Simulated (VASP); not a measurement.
Runs of VASP 6.6.1 on SnSe. The structure is that of space group Fm-3m (No. 225), or close to it. The cells are those of the table. 

| cell | gap on the mesh (eV) | pressure (GPa) |
| --- | --- | --- |
| a = 4.215, b = 4.204 Å, angles 60.1, 59.8, 60.1°, 2 atoms | 0.74 | (a) |
| a = 4.162, b = 4.204 Å, angles 59.7, 60.7, 59.7°, 2 atoms | 0.74 | 1.3 |
| a = 4.183, b = 4.204 Å, angles 59.8, 60.3, 59.8°, 2 atoms | 0.76 | (b) |
| a = 4.246, b = 4.204 Å, angles 60.3, 59.3, 60.3°, 2 atoms | 0.72 | -1.0 |
| a = 4.236, b = 4.204 Å, angles 60.2, 59.5, 60.2°, 2 atoms | 0.73 | -0.8 |
| a = 4.173, b = 4.204 Å, angles 59.8, 60.5, 59.8°, 2 atoms | 0.76 | 0.9 |
| a = 4.194, b = 4.204 Å, angles 59.9, 60.2, 59.9°, 2 atoms | 0.75 | 0.3 |
| a = 4.241, b = 4.204 Å, angles 60.3, 59.4, 60.3°, 2 atoms | 0.72 | -0.9 |
| a = 4.225, b = 4.204 Å, angles 60.2, 59.7, 60.2°, 2 atoms | 0.73 | -0.5 |

Alike in all rows: task single point; level PBEsol; potentials or basis VASP PAW PBE potentials, release 64 (Sn_d, Se); no spin polarisation; k mesh 8 × 8 × 8; cutoff (eV) 520; smearing gaussian 0.05 eV.

Q: Fill in the values left out.

A: (a) -0.3; (b) 0.6.

Caveats: the PAW data sets were made with another functional, which shifts forces and pressure a little; spin-orbit coupling is left out, which moves the levels of the heavy elements.

A k mesh can miss the band edges, and the runs leave out spin-orbit coupling on Se, Sn.
